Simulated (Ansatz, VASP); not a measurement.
**BaTe: VASP beside Ansatz**

```xyz
4
Lattice="4.9084 0.0000 0.0000 -2.4542 4.2508 0.0000 0.0000 0.0000 9.2143" Properties=species:S:1:pos:R:3 pbc="T T T"
Ba    2.4542    1.4169    6.9107
Ba    0.0000    2.8339    2.3036
Te    0.0000    0.0000    0.0000
Te    0.0000    0.0000    4.6071
```

Alike in both runs: task single point; functional PBE; k mesh 6 × 6 × 2; occupations gaussian, width 0.1 eV; no spin polarisation.

|  | VASP | Ansatz |
| --- | --- | --- |
| version | VASP 6.6.1 | Ansatz 0.2.0 |
| potentials or method | VASP PAW PBE potentials, release 64 (Ba_sv, Te), cutoff 520 eV | scalar-relativistic, plane waves, PAW |
| valence electrons in the cell | 32 | 52 |

```tsv
	VASP	Ansatz	Ansatz less VASP
gap on the k mesh at the Fermi level (eV)	1.67	1.72	+0.045
least direct gap on the mesh (eV)	1.86	1.90	+0.041
pressure (GPa)	-2.0	-2.3	-0.23
traceless stress, the component that is largest in VASP (GPa)	-1.74	-1.77	-0.025
```

VASP's potentials hold 32 valence electrons a cell and Ansatz's 52, so a difference there can come from the potentials and not from the codes.

Neither program's run includes spin-orbit coupling.
